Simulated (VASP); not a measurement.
Wanted: the native input for a VASP 6.6.1 run.

```
Task                   : single point
Functional             : BLYP
Potentials or basis    : VASP PAW PBE potentials, release 64 (Pd)
Cutoff                 : 520 eV
k mesh                 : 17 × 17 × 5
Occupations            : fermi-dirac, width 0.1 eV
Spin                   : no spin polarisation
Dipole correction      : no
Further INCAR settings : ALGO = Normal; EDIFF = 1e-06; NBANDS = 28
```

The structure of Pd lies in POSCAR:

```
Pd
1.0
    2.8413347738      0.0000000000      0.0000000000
   -1.4206673869      2.4606680947      0.0000000000
    0.0000000000      0.0000000000      9.3867400402
Pd
4
Direct
    0.0000000000      0.0000000000      0.0000000000
    1.0000000000      0.0000000000      0.5000000000
    0.3333333333      0.6666666667      0.2500000000
    0.6666666667      0.3333333333      0.7500000000
```

These files were run (other wordings do the same):

INCAR

```
SYSTEM = Pd
AGGAC = 1.0 ; AGGAX = 1.0
ALDAC = 0.0 ; ALDAX = 1.0
ALGO = Normal ; EDIFF = 1E-6
ENCUT = 520 ; GGA = B5
ISIF = 2 ; ISMEAR = -1
LASPH = .True. ; LCHARG = .False.
LREAL = .False. ; LWAVE = .False.
NBANDS = 28 ; NELM = 80
PREC = Accurate ; SIGMA = 0.1
```

KPOINTS

```
k-points
0
Gamma
  17 17 5
  0 0 0
```

Potentials or basis: VASP PAW PBE potentials, release 64 (Pd).

Command:

```bash
$ cat potpaw_PBE.64/Pd/POTCAR > POTCAR
$ mpirun -np 1 vasp_std > vasp.out
```

Results of the run:

| Property | Result |
| --- | --- |
| Pressure | 0.3 GPa |
| Band gap on the k mesh | zero (band 20 reaches 8.77 eV, above the bottom of band 21 at 7.98 eV) |

Caveat: the PAW data sets were made with another functional, which shifts forces and pressure a little.

Run time: 85 s on 1 thread of Intel(R) Xeon(R) Platinum 8559C (Emerald Rapids), with other jobs on the host, peak memory 0.27 GiB.
